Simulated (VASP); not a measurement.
Crystal: Co.

```
Co
1.0
     2.50188    0.00000    0.00000
    -1.25094    2.16670    0.00000
     0.00000    0.00000    8.17115
Co
4
Cartesian
  0.0000 0.0000 0.0000
  0.0000 0.0000 4.0856
  0.0000 1.4445 2.0428
  1.2509 0.7222 6.1284
```

| Item | Value |
| --- | --- |
| Program | VASP 6.6.1 |
| Task | relaxation of cell and atoms |
| Functional | BLYP |
| Potentials or basis | VASP PAW PBE potentials, release 64 (Co) |
| Cutoff | 600 eV |
| k mesh | 14 × 14 × 4 |
| Occupations | fermi-dirac, width 0.1 eV |
| Spin | no spin polarisation |

At the start: pressure -5.1 GPa; volume 11.07 Å³/atom.

**Question.** How do energy, volume and symmetry change on relaxing?

**Answer.** Over 5 steps the energy falls by 4.4 meV/atom and the volume is 10.80 Å³/atom (-2.5 %); space group P6_3/mmc (No. 194, to 0.05 Å).

Step by step:
```
step  energy change (eV)  largest force (eV/Å)  pressure (GPa)  volume (Å³)
   1              0.0000                0.0000           -5.07        44.29
   2              0.0031                0.0000            6.09        42.09
   3             -0.0177                0.0000           -0.05        43.21
   4             -0.0177                0.0000            0.07        43.19
   5             -0.0178                0.0000            0.08        43.20
```

Final structure:
```
CELL_PARAMETERS angstrom
2.48376 0.00000 0.00000
-1.24188 2.15100 0.00000
0.00000 0.00000 8.08527
ATOMIC_POSITIONS crystal
Co 0.00000 0.00000 0.00000
Co 0.00000 0.00000 0.50000
Co 0.33333 0.66667 0.25000
Co 0.66667 0.33333 0.75000
```

Caveat: the PAW data sets were made with another functional, which shifts forces and pressure a little; the run has no spin polarisation, though such a crystal can be magnetic.
